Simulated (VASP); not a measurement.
BeCo, 2 atoms in the cell. Symmetry: Pm-3m, No. 221, cubic system. The conventional cell has a = 2.674 Å, b = 2.674 Å, c = 2.674 Å, α = 90.00°, β = 90.00°, γ = 90.00°. Be (site symmetry m-3m) has 8 Co at 2.32 Å and 6 Be at 2.67 Å within 3.1 Å. Co (site symmetry m-3m) has 8 Be at 2.32 Å and 6 Co at 2.67 Å within 3.1 Å. 

| Quantity | Value |
| --- | --- |
| Program | VASP 6.6.1 |
| Task | relaxation of cell and atoms |
| Functional | LDA |
| Potentials or basis | VASP PAW LDA potentials, release 64 (Be, Co) |
| Cutoff | 600 eV |
| k mesh | 13 × 13 × 13 |
| Occupations | fermi-dirac, width 0.05 eV |
| Spin | collinear spin, ferromagnetic start |
| Starting moments | [0.0, 2.0] μB |
| Hubbard terms | Co d U = 4.0 eV |
| Dipole correction | no |
| Further INCAR settings | ALGO = Normal; EDIFF = 1e-07; IBRION = 2; EDIFFG = -0.005; NSW = 100; ISIF = 3 |

Potentials or basis: VASP PAW LDA potentials, release 64 (Be, Co).

Launch:

```console
$ cat potpaw_LDA.64/Be/POTCAR potpaw_LDA.64/Co/POTCAR > POTCAR
$ mpirun -np 1 vasp_std > vasp.out
```

Hardware: 1 thread of Oxide Virtual Turin-like Processor (shared host).

**Question.** How long does it take, and how much memory?

**Answer.** It took 3.3 min on 1 thread of Oxide Virtual Turin-like Processor (shared host), peak memory 0.15 GiB. Counts: scf iterations 97, k points 84, ion steps 16.
